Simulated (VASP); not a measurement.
NaH: single point with PBEsol

Crystal: NaH.

```xyz
2
Lattice="0.0000 2.4400 2.4400 2.4400 0.0000 2.4400 2.4400 2.4400 0.0000" Properties=species:S:1:pos:R:3 pbc="T T T"
Na    0.0000    0.0000    0.0000
H     2.4400    2.4400    2.4400
```

```
Program                : VASP 6.6.1
Task                   : single point
Functional             : PBEsol
Potentials or basis    : VASP PAW PBE potentials, release 64 (Na_pv, H)
Cutoff                 : 520 eV
k mesh                 : 6 × 6 × 6
Occupations            : gaussian, width 0.01 eV
Spin                   : no spin polarisation
Dipole correction      : no
Further INCAR settings : ALGO = Normal; EDIFF = 1e-06; NBANDS = 11
```

* Pressure: -1.2 GPa
* Band gap on the k mesh: 3.57 eV (least direct gap 4.40 eV)

Levels at points of the mesh, in eV from the valence-band top:
```csv
k point,band 1,band 2,band 3,band 4,band 5,band 6,band 7,band 8,band 9
"(0.00, 0.00, 0.00)",-22.00,-22.00,-22.00,-3.59,10.21,15.23,15.23,15.23,16.11
"(0.50, 0.00, 0.00)",-22.09,-22.01,-22.01,-0.84,3.57,10.48,13.09,13.09,15.93
"(0.50, 0.50, 0.00)",-22.08,-22.03,-22.03,-0.13,4.40,9.71,10.37,10.37,11.45
```

It took 6.7 s on 1 thread of Intel(R) Xeon(R) Platinum 8259CL CPU @ 2.50GHz (Skylake/Cascade Lake) (shared host), peak memory 0.14 GiB.

Caveat: the PAW data sets were made with another functional, which shifts forces and pressure a little. A k mesh can miss the band edges.
